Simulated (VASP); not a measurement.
LiSi16 (a cell with a defect), 17 atoms in the cell. The cell holds a defect, 17 atoms: a = 7.679 Å, b = 7.679 Å, c = 7.679 Å, α = 60.00°, β = 60.00°, γ = 60.00°. 

```yaml
Program: VASP 6.6.1
Task: single point
Functional: PBE
Dispersion: D3(BJ)
Potentials_or_basis: VASP PAW PBE potentials, release 64 (Si, Li_sv)
Cutoff: 520 eV
k_mesh: 2 × 2 × 2
Occupations: fermi-dirac, width 0.05 eV
Spin: no spin polarisation
Dipole_correction: no
Charge: 1
Further_INCAR_settings: LREAL = Auto; ALGO = Normal; EDIFF = 1e-06; NBANDS = 48; NELECT = 66.0
```

Potentials or basis: VASP PAW PBE potentials, release 64 (Si, Li_sv).

Command:

```console
$ cat potpaw_PBE.64/Si/POTCAR potpaw_PBE.64/Li_sv/POTCAR > POTCAR
$ mpirun -np 1 vasp_std > vasp.out
```

Hardware: 1 thread of Intel(R) Xeon(R) Platinum 8488C (Sapphire Rapids) (shared host).

How long does it take, and how much memory?

It took 2.2 min on 1 thread of Intel(R) Xeon(R) Platinum 8488C (Sapphire Rapids), on a shared host, peak memory 0.47 GiB. Counts: scf iterations 14, k points 6.
